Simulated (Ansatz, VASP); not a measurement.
# One calculation of TaSiF, two programs

```xyz
3
Lattice="3.0281 0.0000 0.0000 0.0000 3.0281 0.0000 0.0000 0.0000 5.4308" Properties=species:S:1:pos:R:3 pbc="T T T"
Ta    0.0000    0.0000    0.0000
Si    0.0000    0.0000    2.7154
F     1.5141    1.5141    2.7154
```

Alike in both runs: functional PBE; k mesh 16 × 16 × 8; occupations gaussian, width 0.1 eV; no spin polarisation.

Ansatz relaxed the structure, and its values are those at the end. VASP's run is a single point on that final structure, the one shown.

|  | VASP | Ansatz |
| --- | --- | --- |
| version | VASP 6.6.1 | Ansatz 0.2.0 |
| potentials or method | VASP PAW PBE potentials, release 64 (Ta_pv, Si, F), cutoff 520 eV | scalar-relativistic, plane waves, PAW |
| valence electrons in the cell | 22 | 24 |

```csv
,VASP,Ansatz,Ansatz less VASP
gap on the k mesh at the Fermi level (eV),none,none,-
pressure (GPa),-0.1,0.0,+0.06
```

A gap of «none» marks a metal or a gap that the smearing closes. VASP's potentials hold 22 valence electrons a cell and Ansatz's 24, so a difference there can come from the potentials and not from the codes.

Neither program's run includes spin-orbit coupling.
